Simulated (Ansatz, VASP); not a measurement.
**Two plane-wave programs on Si3P2**

The input INCAR:

```
SYSTEM = Si3P2
  ALGO = Fast
  EDIFF = 1E-6
  EDIFFG = -0.01
  ENCUT = 600
  GGA = PE
  IBRION = 2
  ISIF = 3
  ISMEAR = 0
  LASPH = .TRUE.
  LCHARG = .FALSE.
  LREAL = .FALSE.
  LWAVE = .FALSE.
  NELM = 100
  NSW = 100
  PREC = Accurate
  SIGMA = 0.1
```

File KPOINTS:

```
k-points
0
G
  12 12 8
  0 0 0
```

POSCAR

```
Si3P2
1.0
    4.3432887746      0.0000000000      0.0000000000
   -2.1716443873      3.7613984147      0.0000000000
    0.0000000000      0.0000000000      4.9595205279
Si P
3 2
Direct
    0.0000000000      0.0000000000      0.0000000000
    0.3333333333      0.6666666667      0.7561373412
    0.6666666667      0.3333333333      0.2438626588
    0.3333333333      0.6666666667      0.2442660545
    0.6666666667      0.3333333333      0.7557339455
```

Input for Ansatz:

```yaml
crystal:
  lattice:
    - [4.3432887746, 0.0, 0.0]
    - [-2.1716443873, 3.7613984147, 0.0]
    - [0.0, 0.0, 4.9595205279]
  atoms:
    - { symbol: Si, position: [0.0, 0.0, 0.0] }
    - { symbol: Si, position: [0.3333333333, 0.6666666667, 0.7561373412] }
    - { symbol: Si, position: [0.6666666667, 0.3333333333, 0.2438626588] }
    - { symbol: P, position: [0.3333333333, 0.6666666667, 0.2442660545] }
    - { symbol: P, position: [0.6666666667, 0.3333333333, 0.7557339455] }
basis:
  ecutwfc: 420
kpoints:
  mp_grid: { grid: [12, 12, 8] }
hamiltonian:
  xc: pbe
scf:
  occupations: { method: gaussian, width: 0.1 }
output:
  forces: true
  stress: true
  eigenvalues: true
  write_density: true
  write_potential: true
  elf: true
  volumetric_format: npy
relax:
  adjacent_minimum: "off"
  f_tol: 0.01
  max_steps: 80
  cell: { stress_tol: 0.05 }
```

Alike in both runs: task relaxation of cell and atoms; functional PBE; k mesh 12 × 12 × 8; occupations gaussian, width 0.1 eV; no spin polarisation.

|  | VASP | Ansatz |
| --- | --- | --- |
| version | VASP 6.6.1 | Ansatz 0.2.0 |
| potentials or method | VASP PAW PBE potentials, release 64 (Si, P), cutoff 600 eV | scalar-relativistic, plane waves, PAW |
| valence electrons in the cell | 22 | 22 |

```tsv
	VASP	Ansatz	Ansatz less VASP
gap on the k mesh at the Fermi level, each at its own relaxed structure (eV)	none	none	-
relaxed volume (Å³/atom)	16.00	16.00	+0.008
relaxed length of the cell vector where the two differ most in proportion (Å)	4.319	4.319	+0.0007
```

A gap of «none» marks a metal or a gap that the smearing closes.
